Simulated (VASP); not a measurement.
Crystal: Ta4H3.

```
Ta H
1.0
     4.24325    0.00000    0.00000
    -2.12162    3.67476    0.00000
     0.00000    0.00000    5.58079
Ta H
4 3
Direct
  0.50000 0.00000 0.00000
  0.00000 0.50000 0.00000
  0.50000 0.50000 0.00000
  0.00000 0.00000 0.50000
  0.00000 0.00000 0.20609
  0.00000 0.00000 0.79391
  0.00000 0.00000 0.00000
```

The cell was generated, and may not be a known phase.

| Property | Result |
| --- | --- |
| Program | VASP 6.6.1 |
| Task | relaxation of cell and atoms |
| Functional | PBE |
| Potentials or basis | VASP PAW PBE potentials, release 64 (Ta_pv, H) |
| Cutoff | 500 eV |
| k mesh | 4 × 4 × 3 |
| Occupations | gaussian, width 0.2 eV |
| Spin | no spin polarisation |

At the start: pressure 87.8 GPa; volume 12.43 Å³/atom.

Task: How do energy, volume and symmetry change on relaxing?

Result: Over 13 steps the energy falls by 1705.9 meV/atom and the volume is 16.69 Å³/atom (+34.3 %); space group P6/mmm (No. 191, to 0.1 Å) before and after.

The path:
| step | energy change (eV) | largest force (eV/Å) | pressure (GPa) | volume (Å³) |
| --- | --- | --- | --- | --- |
| 1 | 0.0000 | 1.4237 | 87.79 | 87.02 |
| 2 | -5.1805 | 2.4598 | -16.18 | 194.49 |
| 3 | -10.9232 | 1.7026 | -4.27 | 131.16 |
| 4 | -10.9368 | 1.6902 | -3.57 | 129.90 |
| 5 | -10.9422 | 1.6765 | -2.68 | 128.40 |
| 6 | -11.3848 | 1.4963 | -2.19 | 124.14 |
| 7 | -11.2822 | 5.8789 | 5.18 | 111.12 |
| 8 | -11.7284 | 1.1229 | -1.01 | 120.15 |
| 9 | -11.8793 | 1.1933 | 1.37 | 115.66 |
| 10 | -11.8886 | 0.4482 | 0.65 | 116.81 |
| 11 | -11.8899 | 0.5912 | 0.79 | 116.57 |
| 12 | -11.9348 | 0.2020 | 0.04 | 116.92 |
| 13 | -11.9413 | 0.0233 | 0.21 | 116.85 |

Final structure:
```xyz
7
Lattice="5.2389 0.0000 0.0000 -2.6195 4.5371 0.0000 0.0000 0.0000 4.9159" Properties=species:S:1:pos:R:3 pbc="T T T"
Ta    2.6195    0.0000    4.9159
Ta   -1.3097    2.2685    4.9159
Ta    1.3097    2.2685    4.9159
Ta    0.0000    0.0000    2.4580
H     0.0000    0.0000    0.8323
H     0.0000    0.0000    4.0836
H     0.0000    0.0000    4.9159
```

Caveat: the k points lie up to 0.43 Å⁻¹ apart in the final cell, too coarse for converged energies and pressures of a metal; the volume moved by over 15 % at a fixed basis, so the end points are rough; an odd number of electrons without spin polarisation forces a metal; a magnetic or distorted state may lie lower.
